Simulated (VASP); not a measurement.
Si:

```
CELL_PARAMETERS angstrom
0.00000 2.81547 2.81547
2.81547 0.00000 2.81547
2.81547 2.81547 0.00000
ATOMIC_POSITIONS crystal
Si 0.00000 0.00000 0.00000
Si 0.25000 0.25000 0.25000
```

```yaml
Program: VASP 6.6.1
Task: relaxation of cell and atoms
Functional: PBEsol
Potentials_or_basis: VASP PAW PBE potentials, release 64 (Si)
Cutoff: 600 eV
k_mesh: 8 × 8 × 8
Occupations: gaussian, width 0.02 eV
Spin: no spin polarisation
```

At the start: pressure -7.9 GPa; volume 22.32 Å³/atom.

**Question.** How do energy, volume and symmetry change on relaxing?

**Answer.** Over 3 steps the energy falls by 60.6 meV/atom and the volume is 20.08 Å³/atom (-10.0 %); space group Fd-3m (No. 227, to 0.05 Å).

Step by step:
```csv
step,energy change (eV),largest force (eV/Å),pressure (GPa),volume (Å³)
1,0.0000,0.0000,-7.89,44.64
2,-0.0804,0.0000,6.12,37.91
3,-0.1212,0.0000,-0.02,40.17
```

Final structure:
```xyz
2
Lattice="0.0000 2.7182 2.7182 2.7182 0.0000 2.7182 2.7182 2.7182 0.0000" Properties=species:S:1:pos:R:3 pbc="T T T"
Si    0.0000    0.0000    0.0000
Si    1.3591    1.3591    1.3591
```

Caveat: the PAW data sets were made with another functional, which shifts forces and pressure a little.
